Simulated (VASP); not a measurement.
Crystal: KF.

```
K F
1.0
     4.04813    0.00000    0.00000
     2.38074    4.90949    0.00000
    -1.58337   -1.96377    4.38882
K F
2 2
Direct
  0.61090 0.19644 0.26303
  0.06185 0.65679 0.63781
  0.01414 0.11929 0.14007
  0.76769 0.25646 0.75718
```

The cell was generated, and may not be a known phase.

```yaml
Program: VASP 6.6.1
Task: relaxation of cell and atoms
Functional: PBE
Potentials_or_basis: VASP PAW PBE potentials, release 64 (K_sv, F)
Cutoff: 600 eV
k_mesh: 6 × 4 × 4
Occupations: gaussian, width 0.1 eV
Spin: no spin polarisation
```

At the start: pressure 18.7 GPa; volume 21.81 Å³/atom.

Question: How do energy, volume and symmetry change on relaxing?

Answer: Over 34 steps the energy falls by 1222.4 meV/atom and the volume is 20.14 Å³/atom (-7.6 %); space group P1 (No. 1, to 0.1 Å) before and after.

The path:
```tsv
step	energy change (eV)	largest force (eV/Å)	pressure (GPa)	volume (Å³)
1	0.0000	12.0266	18.67	87.22
2	-0.7493	9.9571	6.81	120.96
3	-2.5555	2.8823	4.71	100.84
4	-2.5701	2.7778	4.75	100.31
5	-2.6056	2.2251	5.17	97.60
6	-3.2978	1.0510	0.42	109.05
7	-3.4503	0.9141	-1.37	116.17
8	-3.4730	0.9045	-2.07	119.56
9	-3.6766	0.7198	-1.57	115.05
10	-4.0036	0.5692	0.19	104.25
11	-3.9429	1.4920	7.29	82.95
12	-4.1018	0.7623	2.69	94.42
13	-4.2387	0.5735	1.94	94.10
14	-4.5025	0.5276	-0.30	92.33
15	-4.1674	0.7098	-5.28	84.79
16	-4.5153	0.5848	-1.20	91.26
17	-4.5701	0.5253	-0.88	89.17
18	-4.6578	0.4188	0.41	82.93
19	-4.6606	0.4631	0.83	81.40
20	-4.7232	0.3414	0.24	81.15
21	-4.7727	0.2944	-0.49	80.44
22	-4.8202	0.2830	0.89	78.73
23	-4.8252	0.2896	1.54	77.93
24	-4.8640	0.2441	0.16	80.53
25	-4.8667	0.2316	-0.26	81.42
26	-4.8751	0.1534	0.07	81.05
27	-4.8771	0.1240	0.33	80.77
28	-4.8827	0.1002	-0.18	81.55
29	-4.8831	0.0956	-0.34	81.82
30	-4.8871	0.0685	-0.06	81.13
31	-4.8876	0.0724	0.09	80.78
32	-4.8889	0.0521	-0.07	80.95
33	-4.8890	0.0544	-0.14	81.02
34	-4.8896	0.0372	0.13	80.56
```

Final structure:
```
K F
1.0
     5.04515   -0.12949   -0.20491
     2.46773    2.98671   -0.70713
    -1.95244   -1.42149    5.60747
K F
2 2
Direct
  0.57553 0.13561 0.19343
  0.07564 0.63038 0.69470
  0.14907 0.98770 0.20451
  0.65434 0.47530 0.70546
```

Caveat: a cell axis changed by over 15 % at a fixed basis, so the end point is rough.
